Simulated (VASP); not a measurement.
**InSb: single point with r2SCAN+D3(BJ)**

**What was measured.**

From “Electronic Structure and Epitaxy of CdTe Shells on InSb Nanowires”, 2021, arxiv:2111.05126, for a bulk crystal of InSb: band gap 0.24 eV.

The system is InSb.

```
In Sb
1.0
     0.00000    3.23910    3.23910
     3.23910    0.00000    3.23910
     3.23910    3.23910    0.00000
In Sb
1 1
Direct
  0.00000 0.00000 0.00000
  0.75000 0.75000 0.75000
```

```
Program             : VASP 6.6.1
Task                : single point
Functional          : r2SCAN
Dispersion          : D3(BJ)
Potentials or basis : VASP PAW PBE potentials, release 64 (In_d, Sb)
Cutoff              : 550 eV
k mesh              : 6 × 6 × 6
Occupations         : gaussian, width 0.05 eV
Spin                : no spin polarisation
```

```json
{
 "Pressure": "0.9 GPa",
 "Band gap on the k mesh": "0.24 eV",
 "Dispersion energy per atom": "-0.159 eV"
}
```

Levels at points of the mesh, in eV from the valence-band top:
```tsv
k point	band 7	band 8	band 9	band 10	band 11	band 12
(0.00, 0.00, 0.00)	0.00	0.00	0.00	0.24	3.21	3.21
(0.50, 0.00, 0.00)	-5.78	-1.05	-1.05	0.84	4.10	4.10
(0.50, 0.50, 0.00)	-6.08	-2.36	-2.36	1.55	1.57	8.74
```

Wall time 2.6 min on 1 thread of Intel Xeon 8259CL (shared host), peak memory 0.23 GiB.

A measured gap of InSb is 0.24 eV (quoted in “Electronic Structure and Epitaxy of CdTe Shells on InSb Nanowires”, 2021, arxiv:2111.05126); the calculated 0.24 eV misses it by 0.00 eV. Spin-orbit coupling on In, Sb is left out. The value is that of r2SCAN+D3(BJ), without temperature or zero-point motion.

Caveat: three body term missing; the PAW data sets were made with another functional, which shifts forces and pressure a little; spin-orbit coupling is left out, which moves the levels of the heavy elements.
